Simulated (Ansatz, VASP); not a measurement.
# AlSn4 in VASP and in Ansatz

```
Al Sn
1.0
     4.20156   -4.57942    0.00000
     4.20156    4.57942    0.00000
     0.00000    0.00000    3.60316
Al Sn
1 4
Direct
  0.50000 0.50000 0.50000
  0.81010 0.18990 0.50000
  0.22721 0.22721 0.00000
  0.77279 0.77279 0.00000
  0.18990 0.81010 0.50000
```

Change from the starting cell: species swapped into the FeCl4 type (Cmmm, No. 65).

Alike in both runs: functional PBE; k mesh 4 × 4 × 6; occupations gaussian, width 0.1 eV; no spin polarisation.

Ansatz relaxed the structure, and its values are those at the end. VASP's run is a single point on that final structure, the one shown.

|  | VASP | Ansatz |
| --- | --- | --- |
| version | VASP 6.6.1 | Ansatz 0.2.0 |
| potentials or method | VASP PAW PBE potentials, release 64 (Al, Sn_d), cutoff 520 eV | scalar-relativistic, plane waves, PAW |
| valence electrons in the cell | 59 | 59 |

|  | VASP | Ansatz | Ansatz less VASP |
| --- | --- | --- | --- |
| gap on the k mesh at the Fermi level (eV) | none | none | - |
| pressure (GPa) | 0.1 | 0.1 | +0.03 |
| rms of the force components (eV/Å) | 0.013 | 0.013 | -0.0007 |

A gap of «none» marks a metal or a gap that the smearing closes.
